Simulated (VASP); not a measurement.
Wanted: the native input for a VASP 6.6.1 run.

```yaml
Task: single point
Functional: PBEsol
Potentials_or_basis: VASP PAW PBE potentials, release 64 (In_d)
Cutoff: 520 eV
k_mesh: 8 × 8 × 8
Occupations: fermi-dirac, width 0.05 eV
Spin: no spin polarisation
Dipole_correction: no
Further_INCAR_settings: ALGO = Fast; EDIFF = 1e-06; NBANDS = 12
```

The structure of In lies in POSCAR:

```
In
1.0
   -1.6254700000      1.6254700000      2.4737000000
    1.6254700000     -1.6254700000      2.4737000000
    1.6254700000      1.6254700000     -2.4737000000
In
1
Direct
    0.0000000000      0.0000000000      0.0000000000
```

One way to write it, as run:

INCAR

```
SYSTEM = In
PREC = Accurate
ENCUT = 520
EDIFF = 1E-6
ISMEAR = -1
SIGMA = 0.05
LREAL = .FALSE.
LASPH = .TRUE.
NELM = 60
ALGO = Fast
ISIF = 2
LWAVE = .FALSE.
LCHARG = .FALSE.
GGA = PS
NBANDS = 12
```

KPOINTS

```
regular mesh
0
G
  8 8 8
  0 0 0
```

Potentials or basis: VASP PAW PBE potentials, release 64 (In_d).

Command:

```console
$ cat potpaw_PBE.64/In_d/POTCAR > POTCAR
$ mpirun -np 1 vasp_std > vasp.out
```

Results of the run:

| Quantity | Value |
| --- | --- |
| Pressure | -1.0 GPa |

Caveat: the PAW data sets were made with another functional, which shifts forces and pressure a little.

Run time: 40 s on 1 thread of Intel Xeon 8259CL, with other jobs on the host, peak memory 0.16 GiB.
